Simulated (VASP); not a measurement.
# Zr2NbN3 (P6/mmm) in VASP: relaxation of cell and atoms with PBE

Aim: the relaxation of cell and atoms of Zr2NbN3 with PBE.

Everything below comes from runs of VASP 6.6.1. Logs are shortened: lines on timing, memory, paths and dates and some standing lists are left out, and cuts for length are marked.

### Step 1. The cell of the first run

The structure is hexagonal, space group P6/mmm (No. 191). Conventional cell: a = 5.429 Å, b = 5.429 Å, c = 3.048 Å, α = 90.00°, β = 90.00°, γ = 120.00°. Zr (site symmetry -6m2) has 6 N at 2.19 Å within 2.9 Å. Within 3.6 Å of Nb (site symmetry 6/mmm) lie 6 N at 2.71 Å and 2 Nb at 3.05 Å and 12 Zr at 3.49 Å. Within 2.9 Å of N (site symmetry mmm) lie 4 Zr at 2.19 Å and 4 N at 2.71 Å and 2 Nb at 2.71 Å.

### Step 2. Relaxation of cell and atoms, PBE

INCAR reads:

```
ALGO = Normal
EDIFF = 1E-6
EDIFFG = -0.01
ENCUT = 600
GGA = PE
IBRION = 2
ISIF = 3
ISMEAR = 0
LASPH = T
LCHARG = F
LREAL = F
LWAVE = F
NELM = 60
NSW = 100
PREC = Accurate
SIGMA = 0.1
```

KPOINTS reads:

```
k-points
0
Gamma
  12 12 12
```

POSCAR reads:

```
Zr2NbN3
1.0
    5.4294046554      0.0000000000      0.0000000000
   -2.7147023277      4.7020023590      0.0000000000
    0.0000000000      0.0000000000      3.0481935237
Zr Nb N
2 1 3
Direct
    0.3333333333      0.6666666667      0.0000000000
    0.6666666667      0.3333333333      0.0000000000
    0.0000000000      0.0000000000      0.5000000000
    0.5000000000      0.0000000000      0.5000000000
    0.0000000000      0.5000000000      0.5000000000
    0.5000000000      0.5000000000      0.5000000000
```

Potentials or basis: VASP PAW PBE potentials, release 64 (Zr_sv, Nb_sv, N).

Started as:

```console
$ cat potpaw_PBE.64/Zr_sv/POTCAR potpaw_PBE.64/Nb_sv/POTCAR potpaw_PBE.64/N/POTCAR > POTCAR
$ mpirun -np 1 vasp_std > vasp.out
```

OUTCAR:

```text
EDIFF = 1E-6
   EDIFFG = -0.01
   ENCUT = 600
   GGA = PE
   IBRION = 2
   ISIF = 3
   ISMEAR = 0
   LASPH = T
   LREAL = F
   NELM = 60
   NSW = 100
   PREC = Accurate

 ion  position               nearest neighbor table
   1  0.333  0.667  0.000-   4 2.19   4 2.19   5 2.19   5 2.19   6 2.19   6 2.19   2 3.13   2 3.13
                             2 3.13
   2  0.667  0.333  0.000-   4 2.19   4 2.19   5 2.19   5 2.19   6 2.19   6 2.19   1 3.13   1 3.13
                             1 3.13
   3  0.000  0.000  0.500-
   4  0.500  0.000  0.500-   1 2.19   2 2.19   1 2.19   2 2.19
   5  0.000  0.500  0.500-   1 2.19   2 2.19   1 2.19   2 2.19
   6  0.500  0.500  0.500-   1 2.19   2 2.19   1 2.19   2 2.19

  LATTYP: Found a hexagonal cell.
 ALAT       =     5.4294046554
 C/A-ratio  =     0.5614231609

  Lattice vectors:

 A1 = (   5.4294046554,   0.0000000000,   0.0000000000)
 A2 = (  -2.7147023277,   4.7020023590,   0.0000000000)
 A3 = (   0.0000000000,   0.0000000000,   3.0481935237)

Analysis of symmetry for initial positions (statically):
=====================================================================
 Subroutine PRICEL returns:
 Original cell was already a primitive cell.

 Routine SETGRP: Setting up the symmetry group for a
 hexagonal supercell.

 Subroutine GETGRP returns: Found 24 space group operations
 (whereof 24 operations were pure point group operations)
 out of a pool of 24 trial point group operations.

The static configuration has the point symmetry D_6h.

Analysis of symmetry for dynamics (positions and initial velocities):
=====================================================================
 Subroutine PRICEL returns:
 Original cell was already a primitive cell.

 Routine SETGRP: Setting up the symmetry group for a
 hexagonal supercell.

 Subroutine GETGRP returns: Found 24 space group operations
 (whereof 24 operations were pure point group operations)
 out of a pool of 24 trial point group operations.

The dynamic configuration has the point symmetry D_6h.

 Subroutine INISYM returns: Found 24 space group operations
 (whereof 24 operations are pure point group operations),
 and found     1 'primitive' translations

----------------------------------------------------------------------------------------

                                     Primitive cell

  volume of cell :      77.8176

  direct lattice vectors                    reciprocal lattice vectors
     5.429404655  0.000000000  0.000000000     0.184182256  0.106337675  0.000000000
    -2.714702328  4.702002359  0.000000000     0.000000000  0.212675351  0.000000000
     0.000000000  0.000000000  3.048193524     0.000000000  0.000000000  0.328063160

  length of vectors
     5.429404655  5.429404655  3.048193524     0.212675351  0.212675351  0.328063160

  position of ions in fractional coordinates (direct lattice)
     0.333333333  0.666666667  0.000000000
     0.666666667  0.333333333  0.000000000
     0.000000000  0.000000000  0.500000000
     0.500000000  0.000000000  0.500000000
     1.000000000  0.500000000  0.500000000
     0.500000000  0.500000000  0.500000000

  ion indices of the primitive-cell ions
   primitive index   ion index
                 1           1
                 2           2
                 3           3
                 4           4
                 5           5
                 6           6

----------------------------------------------------------------------------------------

 KPOINTS: k-points

Automatic generation of k-mesh.
 Grid dimensions read from file:
 generate k-points for:   12   12   12

 Generating k-lattice:

  Cartesian coordinates                     Fractional coordinates (reciprocal lattice)
     0.015348521  0.008861473  0.000000000     0.083333333 -0.000000000  0.000000000
     0.000000000  0.017722946  0.000000000     0.000000000  0.083333333  0.000000000
     0.000000000  0.000000000  0.027338597     0.000000000  0.000000000  0.083333333

  Length of vectors
     0.017722946  0.017722946  0.027338597

  Shift w.r.t. Gamma in fractional coordinates (k-lattice)
     0.000000000  0.000000000  0.000000000

 Subroutine IBZKPT returns following result:
 ===========================================

 Found    133 irreducible k-points:

 Following reciprocal coordinates:
            Coordinates               Weight
  0.000000  0.000000  0.000000      1.000000
  0.083333  0.000000  0.000000      6.000000
  0.166667 -0.000000  0.000000      6.000000
  0.250000 -0.000000  0.000000      6.000000
  0.333333 -0.000000  0.000000      6.000000
  0.416667 -0.000000  0.000000      6.000000
[... 16 lines left out ...]
  0.250000 -0.000000  0.083333     12.000000
  0.333333 -0.000000  0.083333     12.000000
 [... further k-points ...]
   k-points           NKPTS =    133   k-points in BZ     NKDIM =    133   number of bands    NBANDS=     31
   number of dos      NEDOS =    301   number of ions     NIONS =      6
   total plane-waves  NPLWV =  55296
   dimension x,y,z NGX =    48 NGY =   48 NGZ =   24
   dimension x,y,z NGXF=    96 NGYF=   96 NGZF=   48
   ions per type =               2   1   3
   NGX,Y,Z   is equivalent  to a cutoff of  14.70, 14.70, 13.09 a.u.
   NGXF,Y,Z  is equivalent  to a cutoff of  29.39, 29.39, 26.18 a.u.
 SYSTEM =  unknown system
   PREC   = accura    normal or accurate (medium, high low for compatibility)
   ISTART =      0    job   : 0-new  1-cont  2-samecut
   ICHARG =      2    charge: 1-file 2-atom 10-const
   ISPIN  =      1    spin polarized calculation?
   LNONCOLLINEAR =      F non collinear calculations
   LSORBIT =      F    spin-orbit coupling
   LASPH  =      T    aspherical Exc in radial PAW
   ENCUT  =  600.0 eV  44.10 Ry    6.64 a.u.  10.84 10.84  6.09*2*pi/ulx,y,z
   NELM   =     60;   NELMIN=  2; NELMDL= -5     # of ELM steps
   EDIFF  = 0.1E-05   stopping-criterion for ELM
   LREAL  =      F    real-space projection
   EDIFFG = -.1E-01   stopping-criterion for IOM
   NSW    =    100    number of steps for IOM
   IBRION =      2    ionic relax: 0-MD 1-quasi-New 2-CG
   NFREE  =      1    steps in history (QN), initial steepest desc. (CG)
   ISIF   =      3    stress and relaxation
   ISYM   =      2    0-nonsym 1-usesym 2-fastsym
   POTIM  = 0.5000    time-step for ionic-motion
   TEBEG  =    0.0;   TEEND  =   0.0 temperature during run
   PSTRESS=    0.0 pullay stress
   NELECT =      52.0000    total number of electrons
   NUPDOWN=      -1.0000    fix difference up-down
   EMIN   =  10.00;   EMAX   =-10.00  energy-range for DOS
   EFERMI =   0.00;   METHOD = LEGACY
   ISMEAR =     0;   SIGMA  =   0.10  broadening in eV -4-tet -1-fermi 0-gaus
   EFERMI_NEDOS =   21; number of points for ismear=-14 and -15
   IALGO  =     38    algorithm
   IMIX   =      4    mixing-type and parameters
     AMIX     =   0.40;   BMIX     =  1.00
     AMIX_MAG =   1.60;   BMIX_MAG =  1.00
  volume/ion in A,a.u.               =      12.97        87.52
  Fermi-wavevector in a.u.,A,eV,Ry     =   1.431254  2.704678 27.871376  2.048488
  Thomas-Fermi vector in A             =   2.551011
   LORBIT       =      0    0 simple, 1 ext, 2 COOP (PROOUT), +10 PAW based schemes
   GGA     = PE    functional components
   LHFCALC =     F    Hartree Fock is set to
   AEXX    =    0.0000 exact exchange contribution
   IVDW    =     0    specifies the selected vdW correction
   LEPSILON=     F    determine dielectric tensor
   LRPA    =     F    only Hartree local field effects (RPA)
 conjugate gradient relaxation of ions
 non-spin polarized calculation
 Gauss-broadening in eV      SIGMA  =   0.10
  energy-cutoff  :      600.00
  volume of cell :       77.82
 maximum number of plane-waves:      2622
 NGX is ok and might be reduce to    48
   NGX = 21   NGY = 21   NGZ = 13

--------------------------------------- Ionic step        1  -------------------------------------------

 number of electron      52.0000002 magnetization

 Free energy of the ion-electron system (eV)
  ---------------------------------------------------
  ext. energy  EPLUGINS =         0.00000000
  ---------------------------------------------------
  free energy    TOTEN  =       -58.38627004 eV

  energy without entropy =      -58.36857625  energy(sigma->0) =      -58.37742314

 E-fermi :   9.9909     XC(G=0): -12.1011

 val. band max:        9.9779641634   @ k =   0.4167  -0.0000   0.5000
 cond. band min:       9.9921831211   @ k =   0.4167   0.0833   0.0000
 fundamental gap:      0.0142189577
 Fermi energy:         9.9909238901

 k-point     1 :       0.0000    0.0000    0.0000
  band No.  band energies     occupation
      1     -45.8703      2.00000
      2     -38.5594      2.00000
      3     -38.4482      2.00000
      4     -22.0285      2.00000
      5     -22.0285      2.00000
      6     -21.2599      2.00000
[... 949 lines left out ...]
 POSITION                                       TOTAL-FORCE (eV/Angst)
 -----------------------------------------------------------------------------------
     -0.00000      3.11897      0.00000        -0.000000     -0.000000     -0.000000
      2.70111      1.55949      3.05973         0.000000      0.000000      0.000000
      0.00000      0.00000      1.52986        -0.000000     -0.000000      0.000000
      2.70111      0.00000      1.52986        -0.000000     -0.000000      0.000000
     -1.35056      2.33923      1.52986        -0.000000     -0.000000      0.000000
      1.35056      2.33923      1.52986        -0.000000     -0.000000      0.000000
 -----------------------------------------------------------------------------------
    total drift:                               -0.000000      0.000000      0.000000

  FREE ENERGIE OF THE ION-ELECTRON SYSTEM (eV)
  ---------------------------------------------------
  free  energy   TOTEN  =       -58.3892526997 eV

  energy  without entropy=      -58.3721961030  energy(sigma->0) =      -58.38072440

--------------------------------------- Ionic step        5  -------------------------------------------

 number of electron      52.0000001 magnetization

 Free energy of the ion-electron system (eV)
  ---------------------------------------------------
  ext. energy  EPLUGINS =         0.00000000
  ---------------------------------------------------
  free energy    TOTEN  =       -58.38966944 eV

  energy without entropy =      -58.37255295  energy(sigma->0) =      -58.38111120

 E-fermi :  10.0431     XC(G=0): -12.1224

 val. band max:       10.0413781149   @ k =   0.1667   0.0833   0.0000
 cond. band min:      10.0472842070   @ k =   0.2500   0.2500   0.2500
 fundamental gap:      0.0059060921
 Fermi energy:        10.0431364376

 k-point     1 :       0.0000    0.0000    0.0000
  band No.  band energies     occupation
      1     -45.8382      2.00000
      2     -38.5115      2.00000
      3     -38.3958      2.00000
      4     -21.9950      2.00000
      5     -21.9950      2.00000
      6     -21.2383      2.00000
[... 829 lines left out ...]
 POSITION                                       TOTAL-FORCE (eV/Angst)
 -----------------------------------------------------------------------------------
     -0.00000      3.12247      0.00000        -0.000000     -0.000000     -0.000000
      2.70413      1.56123     -0.00000        -0.000000     -0.000000      0.000000
      0.00000      0.00000      1.53087        -0.000000      0.000000      0.000000
      2.70413      0.00000      1.53087         0.000000      0.000000      0.000000
     -1.35207      2.34185      1.53087        -0.000000      0.000000      0.000000
      1.35207      2.34185      1.53087        -0.000000      0.000000      0.000000
 -----------------------------------------------------------------------------------
    total drift:                               -0.000000      0.000000     -0.000000

  FREE ENERGIE OF THE ION-ELECTRON SYSTEM (eV)
  ---------------------------------------------------
  free  energy   TOTEN  =       -58.3896694441 eV

  energy  without entropy=      -58.3725529547  energy(sigma->0) =      -58.38111120

 reached required accuracy - stopping structural energy minimisation
```

It took 18 min on 1 thread of Intel Xeon Platinum 8488C (Sapphire Rapids), shared host; peak memory 0.51 GiB.

Results:

```yaml
Free_energy: -58.3897 eV
Relaxed_volume: 12.93 Å³/atom
Relaxed_cell: a = 5.408 Å, b = 5.408 Å, c = 3.062 Å, α = 90.00°, β = 90.00°, γ = 120.00°
Space_group_after_relaxing_to_0.05_Å: P6/mmm (No. 191)
Energy_gained_by_relaxing: 0.6 meV/atom
Ionic_steps: 5
Pressure_after_relaxing: 0.0 GPa
Band_gap_on_the_k_mesh: zero (band 26 reaches 10.57 eV, above the bottom of band 27 at 9.57 eV)
```

Step by step:
| step | energy change (eV) | largest force (eV/Å) | pressure (GPa) | volume (Å³) |
| --- | --- | --- | --- | --- |
| 1 | 0.0000 | 0.0000 | -0.14 | 77.82 |
| 2 | -0.0031 | 0.0000 | -0.46 | 77.69 |
| 3 | -0.0032 | 0.0000 | -0.41 | 77.71 |
| 4 | -0.0030 | 0.0000 | 0.61 | 77.33 |
| 5 | -0.0034 | 0.0000 | 0.00 | 77.56 |

Final structure:
```
CELL_PARAMETERS angstrom
5.40827 0.00000 0.00000
-2.70413 4.68370 0.00000
0.00000 0.00000 3.06174
ATOMIC_POSITIONS crystal
Zr 0.33333 0.66667 0.00000
Zr 0.66667 0.33333 0.00000
Nb 0.00000 0.00000 0.50000
N 0.50000 0.00000 0.50000
N 0.00000 0.50000 0.50000
N 0.50000 0.50000 0.50000
```
